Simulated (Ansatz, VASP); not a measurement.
**One calculation of Ag, two programs**

Contents of INCAR:

```
  PREC = Accurate
  ENCUT = 600
  EDIFF = 1E-6
  ISMEAR = 0
  SIGMA = 0.1
  LREAL = False
  LASPH = True
  NELM = 100
  ALGO = Normal
  ISIF = 3
  LWAVE = False
  LCHARG = False
  GGA = PS
  IBRION = 2
  NSW = 90
  EDIFFG = -0.04
```

KPOINTS

```
Automatic mesh
0
Gamma
  6 6 6
```

POSCAR

```
Ag
1.0
    4.8488709451      0.0000000000      0.0000000000
   -2.4244354725      4.1992454181      0.0000000000
    0.0000000000      0.0000000000      2.9725687098
Ag
3
Direct
    0.0000000000      0.0000000000      0.0000000000
    0.3333333333      0.6666666667      0.5000000000
    0.6666666667      0.3333333333      0.5000000000
```

Input for Ansatz:

```yaml
crystal:
  lattice:
    - [4.8488709451, 0.0, 0.0]
    - [-2.4244354725, 4.1992454181, 0.0]
    - [0.0, 0.0, 2.9725687098]
  atoms:
    - { symbol: Ag, position: [0.0, 0.0, 0.0] }
    - { symbol: Ag, position: [0.3333333333, 0.6666666667, 0.5] }
    - { symbol: Ag, position: [0.6666666667, 0.3333333333, 0.5] }
basis:
  ecutwfc: 420
kpoints:
  mp_grid: { grid: [6, 6, 6] }
hamiltonian:
  xc: pbesol
scf:
  occupations: { method: gaussian, width: 0.1 }
  lower_state_search: "off"
output:
  forces: true
  stress: true
  eigenvalues: true
relax:
  adjacent_minimum: "off"
  f_tol: 0.04
  max_steps: 70
  cell: { stress_tol: 0.4 }
```

Alike in both runs: task relaxation of cell and atoms; functional PBEsol; k mesh 6 × 6 × 6; occupations gaussian, width 0.1 eV; no spin polarisation.

|  | VASP | Ansatz |
| --- | --- | --- |
| version | VASP 6.6.1 | Ansatz 0.2.0 |
| potentials or method | VASP PAW PBE potentials, release 64 (Ag), cutoff 600 eV | scalar-relativistic, plane waves, PAW |
| valence electrons in the cell | 33 | 57 |

|  | VASP | Ansatz | Ansatz less VASP |
| --- | --- | --- | --- |
| gap on the k mesh at the Fermi level, each at its own relaxed structure (eV) | none | none | - |
| relaxed volume (Å³/atom) | 17.02 | 17.04 | +0.023 |
| relaxed cell length with the largest relative difference (Å) | 4.654 | 4.657 | +0.0024 |

VASP's potentials were made for PBE, not for PBEsol. A gap of «none» marks a metal or a gap that the smearing closes. VASP's potentials hold 33 valence electrons a cell and Ansatz's 57, so a difference there can come from the potentials and not from the codes.

Noted on VASP's run: the volume moved by over 15 % at a fixed basis, so the end points are rough.
